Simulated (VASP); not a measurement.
HgTe:

```
CELL_PARAMETERS angstrom
0.00000 3.35494 3.35494
3.35494 0.00000 3.35494
3.35494 3.35494 0.00000
ATOMIC_POSITIONS crystal
Hg 0.00000 0.00000 0.00000
Te 0.25000 0.25000 0.25000
```

This cell differs from its parent crystal: strain +2.0%.

Base run:

| Property | Result |
| --- | --- |
| Program | VASP 6.6.1 |
| Functional | PBE |
| Potentials or basis | VASP PAW PBE potentials, release 64 (Hg, Te) |
| Cutoff | 520 eV |
| k mesh | 6 × 6 × 6 |
| Occupations | fermi-dirac, width 0.02 eV |
| Spin | no spin polarisation |

Its results: band gap on the k mesh zero (filled and empty bands touch); pressure -0.8 GPa.

Problem. The run is repeated on the same cell with these changes: functional from PBE to r2SCAN; further incar settings from ALGO = Normal; EDIFF = 1e-07; NBANDS = 16 to ALGO = Normal; EDIFF = 1e-06; NBANDS = 16. What comes out?

Solution. Band gap on the k mesh zero (filled and empty bands touch); pressure -2.0 GPa.

Caveats: semilocal functionals underestimate gaps, and a narrow one can read as zero; spin-orbit coupling is left out, which moves the levels of the heavy elements; the PAW data sets were made with another functional, which shifts forces and pressure a little (at least some runs).
